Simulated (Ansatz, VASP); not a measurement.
**CoW3 in VASP and in Ansatz**

The input INCAR:

```
ALGO = Fast
EDIFF = 1E-7
ENCUT = 520
GGA = PS
ISIF = 2
ISMEAR = 0
LASPH = True
LCHARG = False
LREAL = False
LWAVE = False
NBANDS = 34
NELM = 80
PREC = Accurate
SIGMA = 0.15
```

File KPOINTS:

```
k-points
0
Gamma
  14 14 14
```

File POSCAR:

```
CoW3
1.0
    3.9111042244      0.0000000000      0.0000000000
    0.0000000000      3.9111042244      0.0000000000
    0.0000000000      0.0000000000      3.7546600555
Co W
1 3
Direct
    0.0000000000      0.0000000000      0.0000000000
    0.0000000000      0.5000000000      0.5000000000
    0.5000000000      0.0000000000      0.5000000000
    0.5000000000      0.5000000000      0.0000000000
```

Input for Ansatz:

```yaml
crystal:
  lattice:
    - [3.9111042244, 0.0, 0.0]
    - [0.0, 3.9111042244, 0.0]
    - [0.0, 0.0, 3.7546600555]
  atoms:
    - { symbol: Co, position: [0.0, 0.0, 0.0] }
    - { symbol: W, position: [0.0, 0.5, 0.5] }
    - { symbol: W, position: [0.5, 0.0, 0.5] }
    - { symbol: W, position: [0.5, 0.5, 0.0] }
basis:
  ecutwfc: 420
kpoints:
  mp_grid: { grid: [14, 14, 14] }
hamiltonian:
  xc: pbesol
scf:
  occupations: { method: gaussian, width: 0.15 }
output:
  forces: true
  stress: true
  eigenvalues: true
```

Alike in both runs: task single point; functional PBEsol; k mesh 14 × 14 × 14; occupations gaussian, width 0.15 eV; no spin polarisation.

|  | VASP | Ansatz |
| --- | --- | --- |
| version | VASP 6.6.1 | Ansatz 0.2.0 |
| potentials or method | VASP PAW PBE potentials, release 64 (Co, W_sv), cutoff 520 eV | scalar-relativistic, plane waves, PAW |
| valence electrons in the cell | 51 | 59 |

```csv
,VASP,Ansatz,Ansatz less VASP
gap on the k mesh at the Fermi level (eV),none,none,-
pressure (GPa),0.7,0.1,-0.59
"traceless stress, the component that is largest in VASP (GPa)",0.64,0.71,+0.072
```

VASP's potentials were made for PBE, not for PBEsol. A gap of «none» marks a metal or a gap that the smearing closes. VASP's potentials hold 51 valence electrons a cell and Ansatz's 59, so a difference there can come from the potentials and not from the codes.

Spin-orbit coupling is off throughout.
